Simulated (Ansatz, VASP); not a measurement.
# VH3 in VASP and in Ansatz

Contents of INCAR:

```
SYSTEM = VH3
PREC     = Accurate       ! precision mode
ENCUT    = 520            ! plane-wave cutoff, eV
EDIFF    = 1E-6           ! SCF threshold, eV
ISMEAR   = 0              ! smearing method
SIGMA    = 0.1            ! smearing width, eV
LREAL    = .False.        ! projectors in reciprocal space
LASPH    = .True.         ! aspherical terms in the spheres
NELM     = 150            ! most SCF steps
ALGO     = Normal         ! electronic algorithm
ISIF     = 2              ! what is computed and relaxed
LWAVE    = .False.        ! write WAVECAR
LCHARG   = .True.         ! write CHGCAR
ISPIN    = 2              ! spin polarisation
MAGMOM   = 2 2 0 0 0 0 0 0 ! initial moments
LORBIT   = 11             ! projections on sites
LMAXMIX  = 4              ! l up to which the mixer works
GGA      = PE             ! functional
LELF     = .True.         ! ELF
LVHAR    = .True.       
NBANDS   = 30             ! bands
```

File KPOINTS:

```
regular mesh
0
Gamma
  6 6 6
  0 0 0
```

Contents of POSCAR:

```
VH3
1.0
    4.4944731697      0.0000000000      0.0000000000
   -2.2472365848      3.8923279416      0.0000000000
    0.0000000000      0.0000000000      3.6075081813
V H
2 6
Direct
    0.3333333333      0.6666666667      0.2500000000
    0.6666666667      0.3333333333      0.7500000000
    0.8330000000      0.6660000000      0.2500000000
    0.1670000000      0.8330000000      0.7500000000
    0.3340000000      0.1670000000      0.2500000000
    0.1670000000      0.3340000000      0.7500000000
    0.8330000000      0.1670000000      0.2500000000
    0.6660000000      0.8330000000      0.7500000000
```

Input for Ansatz:

```yaml
crystal:
  lattice:
    - [4.4944731697, 0.0, 0.0]
    - [-2.2472365848, 3.8923279416, 0.0]
    - [0.0, 0.0, 3.6075081813]
  atoms:
    - { symbol: V, position: [0.3333333333, 0.6666666667, 0.25], spin: 2.0 }
    - { symbol: V, position: [0.6666666667, 0.3333333333, 0.75], spin: 2.0 }
    - { symbol: H, position: [0.833, 0.666, 0.25] }
    - { symbol: H, position: [0.167, 0.833, 0.75] }
    - { symbol: H, position: [0.334, 0.167, 0.25] }
    - { symbol: H, position: [0.167, 0.334, 0.75] }
    - { symbol: H, position: [0.833, 0.167, 0.25] }
    - { symbol: H, position: [0.666, 0.833, 0.75] }
basis:
  ecutwfc: 420
kpoints:
  mp_grid: { grid: [6, 6, 6] }
hamiltonian:
  xc: pbe
scf:
  occupations: { method: gaussian, width: 0.1 }
  lower_state_search: "off"
output:
  forces: true
  stress: true
  eigenvalues: true
  populations: true
magnetization:
  spin_polarized: true
```

Alike in both runs: task single point; functional PBE; k mesh 6 × 6 × 6; occupations gaussian, width 0.1 eV; collinear spin.

|  | VASP | Ansatz |
| --- | --- | --- |
| version | VASP 6.6.1 | Ansatz 0.2.0 |
| potentials or method | VASP PAW PBE potentials, release 64 (V_sv, H), cutoff 520 eV | scalar-relativistic, plane waves, PAW |
| valence electrons in the cell | 32 | 32 |

|  | VASP | Ansatz | Ansatz less VASP |
| --- | --- | --- | --- |
| gap on the k mesh at the Fermi level (eV) | none | none | - |
| pressure (GPa) | -26.0 | -25.9 | +0.13 |
| traceless stress, the component that is largest in VASP (GPa) | -8.20 | -8.21 | -0.007 |
| rms of the force components (eV/Å) | 0.303 | 0.303 | +0.0002 |
| net moment per atom (μB) | 0.51 | 0.51 | 0.000 |
| size of the moment on the site where the two differ most (μB) | 2.05 | 1.77 | -0.277 |

Site moments also hang on the region over which each program counts them. Atom by atom the forces differ by 0.000 eV/Å (rms over components). A gap of «none» marks a metal or a gap that the smearing closes.
